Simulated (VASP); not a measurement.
# In3Se (P4/mmm) in VASP: a series of runs

The runs below take In3Se through single point, with PBEsol+D3(BJ).

All numbers are computed with VASP 6.6.1; they aren't measurements. Logs are shortened: lines on timing, memory, paths and dates and some standing lists are left out, and cuts for length are marked.

## 1. The cell of the first run

The structure is tetragonal, space group P4/mmm (No. 123). Conventional cell: a = 4.552 Å, b = 4.552 Å, c = 4.286 Å, α = 90.00°, β = 90.00°, γ = 90.00°. In (site symmetry mmm) has 8 In at 3.13 to 3.22 Å and 4 Se at 3.13 Å within 4.1 Å. In (site symmetry 4/mmm) has 8 In at 3.13 Å and 4 Se at 3.22 Å within 4.1 Å. Within 4.1 Å of Se (site symmetry 4/mmm) lie 12 In at 3.13 to 3.22 Å.

## 2. Single point, PBEsol+D3(BJ) (22.21 Å³/atom)

File INCAR:

```
PREC = Accurate ; ENCUT = 520
EDIFF = 1E-6 ; ISMEAR = 0
SIGMA = 0.15 ; LREAL = False
LASPH = True ; NELM = 100
ALGO = Normal ; ISIF = 2
LWAVE = False ; LCHARG = True
GGA = PS ; IVDW = 12
LELF = True ; LVHAR = True
NBANDS = 30
```

File KPOINTS:

```
regular mesh
0
Gamma
  10 10 10
```

File POSCAR:

```
In3Se
1.0
    4.5522678903      0.0000000000      0.0000000000
    0.0000000000      4.5522678903      0.0000000000
    0.0000000000      0.0000000000      4.2864154455
In Se
3 1
Direct
    0.0000000000      0.5000000000      0.5000000000
    0.5000000000      0.0000000000      0.5000000000
    0.5000000000      0.5000000000      0.0000000000
    0.0000000000      0.0000000000      0.0000000000
```

Potentials or basis: VASP PAW PBE potentials, release 64 (In_d, Se).

Launch:

```bash
> cat potpaw_PBE.64/In_d/POTCAR potpaw_PBE.64/Se/POTCAR > POTCAR
> mpirun -np 1 vasp_std > vasp.out
```

OUTCAR:

```text
PREC = Accurate
   ENCUT = 520
   EDIFF = 1E-6
   ISMEAR = 0
   LREAL = False
   LASPH = True
   NELM = 100
   ISIF = 2
   GGA = PS
   IVDW = 12
 IVDW          = 12

 ion  position               nearest neighbor table
   1  0.000  0.500  0.500-   3 3.13   4 3.13   3 3.13   4 3.13   4 3.13   4 3.13   3 3.13   3 3.13
                             2 3.22   2 3.22   2 3.22   2 3.22
   2  0.500  0.000  0.500-   3 3.13   4 3.13   3 3.13   4 3.13   3 3.13   3 3.13   4 3.13   4 3.13
                             1 3.22   1 3.22   1 3.22   1 3.22
   3  0.500  0.500  0.000-   1 3.13   2 3.13   1 3.13   2 3.13   2 3.13   2 3.13   1 3.13   1 3.13
                             4 3.22   4 3.22   4 3.22   4 3.22
   4  0.000  0.000  0.000-   1 3.13   2 3.13   1 3.13   2 3.13   1 3.13   1 3.13   2 3.13   2 3.13
                             3 3.22   3 3.22   3 3.22   3 3.22

  LATTYP: Found a simple tetragonal cell.
 ALAT       =     4.5522678903
 C/A-ratio  =     0.9416000000

  Lattice vectors:

 A1 = (   4.5522678903,   0.0000000000,   0.0000000000)
 A2 = (   0.0000000000,   4.5522678903,   0.0000000000)
 A3 = (   0.0000000000,   0.0000000000,   4.2864154455)

Analysis of symmetry for initial positions (statically):
=====================================================================
 Subroutine PRICEL returns:
 Original cell was already a primitive cell.

 Routine SETGRP: Setting up the symmetry group for a
 simple tetragonal supercell.

 Subroutine GETGRP returns: Found 16 space group operations
 (whereof 16 operations were pure point group operations)
 out of a pool of 16 trial point group operations.

The static configuration has the point symmetry D_4h.

Analysis of symmetry for dynamics (positions and initial velocities):
=====================================================================
 Subroutine PRICEL returns:
 Original cell was already a primitive cell.

 Routine SETGRP: Setting up the symmetry group for a
 simple tetragonal supercell.

 Subroutine GETGRP returns: Found 16 space group operations
 (whereof 16 operations were pure point group operations)
 out of a pool of 16 trial point group operations.

The dynamic configuration has the point symmetry D_4h.

 Subroutine INISYM returns: Found 16 space group operations
 (whereof 16 operations are pure point group operations),
 and found     1 'primitive' translations

----------------------------------------------------------------------------------------

                                     Primitive cell

  volume of cell :      88.8280

  direct lattice vectors                    reciprocal lattice vectors
     4.552267890  0.000000000  0.000000000     0.219670728  0.000000000  0.000000000
     0.000000000  4.552267890  0.000000000     0.000000000  0.219670728  0.000000000
     0.000000000  0.000000000  4.286415446     0.000000000  0.000000000  0.233295165

  length of vectors
     4.552267890  4.552267890  4.286415446     0.219670728  0.219670728  0.233295165

  position of ions in fractional coordinates (direct lattice)
     0.000000000  0.500000000  0.500000000
     0.500000000  0.000000000  0.500000000
     0.500000000  0.500000000  0.000000000
     0.000000000  0.000000000  0.000000000

  ion indices of the primitive-cell ions
   primitive index   ion index
                 1           1
                 2           2
                 3           3
                 4           4

----------------------------------------------------------------------------------------

 KPOINTS: regular mesh

Automatic generation of k-mesh.
 Grid dimensions read from file:
 generate k-points for:   10   10   10

 Generating k-lattice:

  Cartesian coordinates                     Fractional coordinates (reciprocal lattice)
     0.021967073  0.000000000  0.000000000     0.100000000  0.000000000  0.000000000
     0.000000000  0.021967073  0.000000000     0.000000000  0.100000000  0.000000000
     0.000000000  0.000000000  0.023329517     0.000000000  0.000000000  0.100000000

  Length of vectors
     0.021967073  0.021967073  0.023329517

  Shift w.r.t. Gamma in fractional coordinates (k-lattice)
     0.000000000  0.000000000  0.000000000

 Subroutine IBZKPT returns following result:
 ===========================================

 Found    126 irreducible k-points:

 Following reciprocal coordinates:
            Coordinates               Weight
  0.000000  0.000000  0.000000      1.000000
  0.100000  0.000000  0.000000      4.000000
  0.200000  0.000000  0.000000      4.000000
  0.300000  0.000000  0.000000      4.000000
  0.400000  0.000000  0.000000      4.000000
  0.500000  0.000000  0.000000      2.000000
[... 16 lines left out ...]
  0.100000  0.000000  0.100000      8.000000
  0.200000  0.000000  0.100000      8.000000
 [... further k-points ...]
   k-points           NKPTS =    126   k-points in BZ     NKDIM =    126   number of bands    NBANDS=     30
[... 37 lines left out ...]
     AMIX_MAG =   1.60;   BMIX_MAG =  1.00
  volume/ion in A,a.u.               =      22.21       149.86
  Fermi-wavevector in a.u.,A,eV,Ry     =   1.305056  2.466198 23.173039  1.703170
  Thomas-Fermi vector in A             =   2.435950
   LORBIT       =      0    0 simple, 1 ext, 2 COOP (PROOUT), +10 PAW based schemes
   GGA     = PS    functional components
   LHFCALC =     F    Hartree Fock is set to
   AEXX    =    0.0000 exact exchange contribution
   IVDW    =    12    specifies the selected vdW correction
   LEPSILON=     F    determine dielectric tensor
   LRPA    =     F    only Hartree local field effects (RPA)
 non-spin polarized calculation
 Gauss-broadening in eV      SIGMA  =   0.15
  energy-cutoff  :      520.00
  volume of cell :       88.83
 maximum number of plane-waves:      2408
 NGX is ok and might be reduce to    36
   NGX = 17   NGY = 17   NGZ = 15

 number of electron      45.0000021 magnetization

 Free energy of the ion-electron system (eV)
  ---------------------------------------------------
  ext. energy  EPLUGINS =         0.00000000
  ---------------------------------------------------
  free energy    TOTEN  =       -12.96037465 eV

  energy without entropy =      -12.94421589  energy(sigma->0) =      -12.95229527

 E-fermi :   8.3081     XC(G=0): -10.9562

 val. band max:        8.3036473527   @ k =   0.3000   0.0000   0.0000
 cond. band min:       8.3148013224   @ k =   0.5000   0.5000   0.0000
 fundamental gap:      0.0111539697
 Fermi energy:         8.3081338706

 k-point     1 :       0.0000    0.0000    0.0000
  band No.  band energies     occupation
      1      -6.7954      2.00000
      2      -6.6967      2.00000
      3      -6.6967      2.00000
      4      -6.6357      2.00000
      5      -6.5111      2.00000
      6      -6.4528      2.00000
[... 22 lines left out ...]
     29      14.1721      0.00000
     30      15.1443      0.00000

 k-point     2 :       0.1000    0.0000    0.0000
  band No.  band energies     occupation
      1      -6.7767      2.00000
      2      -6.6940      2.00000
      3      -6.6802      2.00000
      4      -6.6225      2.00000
      5      -6.5062      2.00000
      6      -6.4444      2.00000
[... 22 lines left out ...]
     29      14.5087      0.00000
     30      15.7289      0.00000

 k-point     3 :       0.2000    0.0000    0.0000
  band No.  band energies     occupation
      1      -6.7239      2.00000
      2      -6.6868      2.00000
      3      -6.6320      2.00000
      4      -6.5839      2.00000
      5      -6.4950      2.00000
      6      -6.4178      2.00000
[... 22 lines left out ...]
     29      15.2493      0.00000
     30      15.9932      0.00000

 k-point     4 :       0.3000    0.0000    0.0000
  band No.  band energies     occupation
      1      -6.6774      2.00000
      2      -6.6459      2.00000
      3      -6.5563      2.00000
      4      -6.5239      2.00000
      5      -6.4826      2.00000
      6      -6.3752      2.00000
[... 616 lines left out ...]
     29      14.4438      0.00000
     30      15.1894      0.00000

 k-point    23 :       0.1000    0.0000    0.1000
  band No.  band energies     occupation
      1      -6.7567      2.00000
      2      -6.6789      2.00000
      3      -6.6657      2.00000
      4      -6.6168      2.00000
      5      -6.4932      2.00000
      6      -6.4405      2.00000
[... 22 lines left out ...]
     29      14.7720      0.00000
     30      15.6889      0.00000

 k-point    24 :       0.2000    0.0000    0.1000
  band No.  band energies     occupation
      1      -6.7086      2.00000
      2      -6.6726      2.00000
      3      -6.6210      2.00000
      4      -6.5776      2.00000
      5      -6.4817      2.00000
      6      -6.4126      2.00000
[... 22 lines left out ...]
     29      15.4027      0.00000
     30      16.2266      0.00000

 [... further k-points ...]

------------------------ aborting loop because EDIFF is reached ----------------------------------------

 Edisp (eV)   -1.61330

 E8    (eV) :    -1.1362

  FORCE on cell =-STRESS in cart. coord.  units (eV):
  Direction    XX          YY          ZZ          XY          YZ          ZX
  --------------------------------------------------------------------------------------
  -------------------------------------------------------------------------------------
  Total       2.84803     2.84803     2.82213     0.00000     0.00000     0.00000
  in kB      51.36946    51.36946    50.90236     0.00000     0.00000     0.00000
  external pressure =       51.21 kB  Pullay stress =        0.00 kB

 VOLUME and BASIS-vectors are now :
 -----------------------------------------------------------------------------
  energy-cutoff  :      520.00
  volume of cell :       88.83
      direct lattice vectors                 reciprocal lattice vectors
     4.552267890  0.000000000  0.000000000     0.219670728  0.000000000  0.000000000
     0.000000000  4.552267890  0.000000000     0.000000000  0.219670728  0.000000000
     0.000000000  0.000000000  4.286415446     0.000000000  0.000000000  0.233295165

 POSITION                                       TOTAL-FORCE (eV/Angst)
 -----------------------------------------------------------------------------------
      0.00000      2.27613      2.14321         0.000000      0.000000      0.000000
      2.27613      0.00000      2.14321         0.000000      0.000000      0.000000
      2.27613      2.27613      0.00000         0.000000      0.000000      0.000000
      0.00000      0.00000      0.00000         0.000000      0.000000      0.000000
 -----------------------------------------------------------------------------------
    total drift:                                0.000000      0.000000      0.000000

  FREE ENERGIE OF THE ION-ELECTRON SYSTEM (eV)
  ---------------------------------------------------
  free  energy   TOTEN  =       -14.5736747244 eV

  energy  without entropy=      -14.5575159626  energy(sigma->0) =      -14.56559534
```

Run time: 4 min. Hardware: 1 thread of Intel Xeon Platinum 8488C (Sapphire Rapids), shared host; peak memory 0.39 GiB.

Results:

```yaml
Free_energy: -14.5737 eV
Pressure: 5.1 GPa
Band_gap_on_the_k_mesh: zero (an odd number of electrons rules out a gap without spin polarisation)
Dispersion_energy_per_atom: -0.403 eV
```

Levels at points of the mesh, in eV from the Fermi level:
```tsv
k point	band 20	band 21	band 22	band 23	band 24	band 25
(0.00, 0.00, 0.00)	-3.92	-2.29	-1.44	1.16	1.16	1.46
(0.50, 0.00, 0.00)	-2.93	-1.50	-0.78	-0.41	-0.02	1.20
(0.50, 0.50, 0.00)	-2.30	-0.79	0.01	0.01	2.04	2.04
(0.00, 0.00, 0.50)	-3.12	-1.34	-1.17	-0.48	-0.48	0.78
(0.50, 0.00, 0.50)	-2.51	-1.37	-0.62	-0.45	1.51	1.57
(0.50, 0.50, 0.50)	-4.51	-4.51	-4.49	-4.11	3.47	3.47
```

Caveat: the cell stands under pressure; the PAW data sets were made with another functional, which shifts forces and pressure a little; spin-orbit coupling is left out, which moves the levels of the heavy elements.

## 3. Single point, PBEsol+D3(BJ) (22.21 Å³/atom)

File INCAR:

```
SYSTEM = In3Se
ALGO = Normal ; EDIFF = 1E-6
ENCUT = 520 ; GGA = PS
ISIF = 2 ; ISMEAR = 0
IVDW = 12 ; LASPH = .TRUE.
LCHARG = .FALSE. ; LREAL = .FALSE.
LWAVE = .FALSE. ; NBANDS = 30
NELM = 60 ; PREC = Accurate
SIGMA = 0.15
```

File KPOINTS:

```
k-points
0
G
  10 10 10
  0 0 0
```

File POSCAR:

```
In3Se
1.0
    4.3732917989      0.0000000000      0.0000000000
    0.0000000000      4.3732917989      0.0000000000
    0.0000000000      0.0000000000      4.6444358904
In Se
3 1
Direct
    0.0000000000      0.5000000000      0.5000000000
    0.5000000000      0.0000000000      0.5000000000
    0.5000000000      0.5000000000      0.0000000000
    0.0000000000      0.0000000000      0.0000000000
```

Potentials or basis: VASP PAW PBE potentials, release 64 (In_d, Se).

Launch:

```bash
> cat potpaw_PBE.64/In_d/POTCAR potpaw_PBE.64/Se/POTCAR > POTCAR
> mpirun -np 1 vasp_std > vasp.out
```

Wall time 3.8 min (1 thread of Intel Xeon Platinum 8488C (Sapphire Rapids), shared host); peak memory 0.41 GiB.

Results (log left out):

| Property | Result |
| --- | --- |
| Free energy | -14.5679 eV |
| Pressure | 5.2 GPa |
| Band gap on the k mesh | zero (an odd number of electrons rules out a gap without spin polarisation) |
| Dispersion energy per atom | -0.403 eV |

Stress tensor (GPa, compression positive):
```
5.44 0.00 0.00
0.00 5.44 0.00
0.00 0.00 4.70
```

Levels at points of the mesh, in eV from the Fermi level:
```
           k point  band 18  band 19  band 20  band 21  band 22  band 23  band 24  band 25  band 26  band 27
(0.00, 0.00, 0.00)    -4.56    -4.10    -4.10    -2.26    -1.46     1.17     1.30     1.30     4.60     4.87
(0.50, 0.00, 0.00)    -5.30    -3.32    -2.93    -1.70    -0.81    -0.62    -0.10     0.94     4.30     4.34
(0.50, 0.50, 0.00)    -6.81    -6.40    -2.57    -1.56    -0.74    -0.74     1.29     1.39     1.39     1.83
(0.00, 0.00, 0.50)    -5.10    -3.16    -3.16    -1.11    -0.61    -0.39    -0.39     1.28     4.29     4.83
(0.50, 0.00, 0.50)    -7.00    -6.66    -2.38    -0.99    -0.29    -0.04     1.82     1.90     2.27     2.30
(0.50, 0.50, 0.50)    -5.47    -5.36    -4.53    -4.50    -4.50    -4.11     3.17     4.05     4.05     8.80
```

Caveat: the cell stands under pressure; the PAW data sets were made with another functional, which shifts forces and pressure a little; spin-orbit coupling is left out, which moves the levels of the heavy elements.

## 4. Single point, PBEsol+D3(BJ) (22.69 Å³/atom)

This run uses another cell than the first one, of 22.69 Å³/atom.

File INCAR:

```
SYSTEM = In3Se
ALGO = Normal
EDIFF = 1E-6
ENCUT = 520
GGA = PS
ISIF = 2
ISMEAR = 0
IVDW = 12
LASPH = .True.
LCHARG = .False.
LREAL = .False.
LWAVE = .False.
NBANDS = 30
NELM = 80
PREC = Accurate
SIGMA = 0.15
```

File KPOINTS:

```
k-points
0
Gamma
  10 10 10
  0 0 0
```

File POSCAR:

```
In3Se
1.0
    4.5850352524      0.0000000000      0.0000000000
    0.0000000000      4.5850352524      0.0000000000
    0.0000000000      0.0000000000      4.3172691937
In Se
3 1
Direct
    0.0000000000      0.5000000000      0.5000000000
    0.5000000000      0.0000000000      0.5000000000
    0.5000000000      0.5000000000      0.0000000000
    0.0000000000      0.0000000000      0.0000000000
```

Launch:

```bash
> cat potpaw_PBE.64/In_d/POTCAR potpaw_PBE.64/Se/POTCAR > POTCAR
> mpirun -np 1 vasp_std > vasp.out
```

It took 6 min on 1 thread of Intel Xeon 6975P-C (Granite Rapids), shared host; peak memory 0.4 GiB.

Results (log left out):

```yaml
Free_energy: -14.6270 eV
Pressure: 3.6 GPa
Band_gap_on_the_k_mesh: zero (an odd number of electrons rules out a gap without spin polarisation)
Dispersion_energy_per_atom: -0.394 eV
```

Levels at points of the mesh, in eV from the Fermi level:
```
           k point  band 19  band 20  band 21  band 22  band 23  band 24  band 25  band 26
(0.00, 0.00, 0.00)    -4.30    -3.81    -2.30    -1.47     1.15     1.15     1.45     4.69
(0.50, 0.00, 0.00)    -3.26    -2.85    -1.51    -0.73    -0.46     0.01     1.24     4.48
(0.50, 0.50, 0.00)    -6.64    -2.24    -0.77    -0.03    -0.03     2.06     2.06     2.46
(0.00, 0.00, 0.50)    -3.04    -3.04    -1.31    -1.23    -0.43    -0.43     0.83     4.07
(0.50, 0.00, 0.50)    -6.38    -2.45    -1.33    -0.65    -0.48     1.53     1.58     1.59
(0.50, 0.50, 0.50)    -5.25    -4.48    -4.48    -4.47    -4.00     3.40     3.40     4.25
```

Caveat: the cell stands under pressure; the PAW data sets were made with another functional, which shifts forces and pressure a little; spin-orbit coupling is left out, which moves the levels of the heavy elements.

## 5. Single point, PBEsol+D3(BJ) (22.69 Å³/atom)

This run uses another cell than the first one, of 22.69 Å³/atom.

File INCAR:

```
SYSTEM = In3Se
PREC = Accurate ; ENCUT = 520
EDIFF = 1E-6 ; ISMEAR = 0
SIGMA = 0.15 ; LREAL = .FALSE.
LASPH = .TRUE. ; NELM = 100
ALGO = Normal ; ISIF = 2
LWAVE = .FALSE. ; LCHARG = .TRUE.
GGA = PS ; IVDW = 12
LELF = .TRUE. ; LVHAR = .TRUE.
NBANDS = 30
```

File KPOINTS:

```
Automatic mesh
0
G
  10 10 10
  0 0 0
```

File POSCAR:

```
In3Se
1.0
    4.4047708857      0.0000000000      0.0000000000
    0.0000000000      4.4047708857      0.0000000000
    0.0000000000      0.0000000000      4.6778666806
In Se
3 1
Direct
    0.0000000000      0.5000000000      0.5000000000
    0.5000000000      0.0000000000      0.5000000000
    0.5000000000      0.5000000000      0.0000000000
    0.0000000000      0.0000000000      0.0000000000
```

Launch:

```bash
> cat potpaw_PBE.64/In_d/POTCAR potpaw_PBE.64/Se/POTCAR > POTCAR
> mpirun -np 1 vasp_std > vasp.out
```

It took 5.9 min on 1 thread of Intel Xeon 6975P-C (Granite Rapids), shared host; peak memory 0.42 GiB.

It converged, with:

```yaml
Free_energy: -14.6220 eV
Pressure: 3.7 GPa
Band_gap_on_the_k_mesh: zero (an odd number of electrons rules out a gap without spin polarisation)
Dispersion_energy_per_atom: -0.394 eV
```

Stress tensor (GPa, compression positive):
```
3.90 0.00 0.00
0.00 3.90 0.00
0.00 0.00 3.19
```

Levels at points of the mesh, in eV from the Fermi level:
```tsv
k point	band 18	band 19	band 20	band 21	band 22	band 23	band 24	band 25	band 26	band 27
(0.00, 0.00, 0.00)	-4.44	-3.99	-3.99	-2.28	-1.49	1.17	1.29	1.29	4.56	4.82
(0.50, 0.00, 0.00)	-5.26	-3.23	-2.86	-1.70	-0.76	-0.66	-0.06	0.99	4.23	4.27
(0.50, 0.50, 0.00)	-6.69	-6.30	-2.51	-1.51	-0.76	-0.76	1.26	1.41	1.41	1.82
(0.00, 0.00, 0.50)	-5.07	-3.07	-3.07	-1.09	-0.69	-0.35	-0.35	1.33	4.20	4.76
(0.50, 0.00, 0.50)	-6.88	-6.55	-2.32	-0.96	-0.33	-0.08	1.84	1.91	2.22	2.28
(0.50, 0.50, 0.50)	-5.33	-5.22	-4.50	-4.48	-4.48	-4.00	3.10	3.96	3.96	8.66
```

Caveat: the cell stands under pressure; the PAW data sets were made with another functional, which shifts forces and pressure a little; spin-orbit coupling is left out, which moves the levels of the heavy elements.

## 6. Summary

| cell | gap on the mesh (eV) | pressure (GPa) |
| --- | --- | --- |
| a = 4.552, b = 4.552, c = 4.286 Å, 4 atoms | none | 5.1 |
| a = 4.373, b = 4.373, c = 4.644 Å, 4 atoms | none | 5.2 |
| a = 4.585, b = 4.585, c = 4.317 Å, 4 atoms | none | 3.6 |
| a = 4.405, b = 4.405, c = 4.678 Å, 4 atoms | none | 3.7 |

Alike in all rows: task single point; level PBEsol+D3(BJ); potentials or basis VASP PAW PBE potentials, release 64 (In_d, Se); no spin polarisation; k mesh 10 × 10 × 10; cutoff (eV) 520; smearing gaussian 0.15 eV.

Caveats: the cell stands under pressure; the PAW data sets were made with another functional, which shifts forces and pressure a little; spin-orbit coupling is left out, which moves the levels of the heavy elements.

Total energies depend on the potentials used, so only differences within one code and one set of settings carry meaning.

The gap in the log of VASP goes by the Fermi energy; the results here count the filled bands.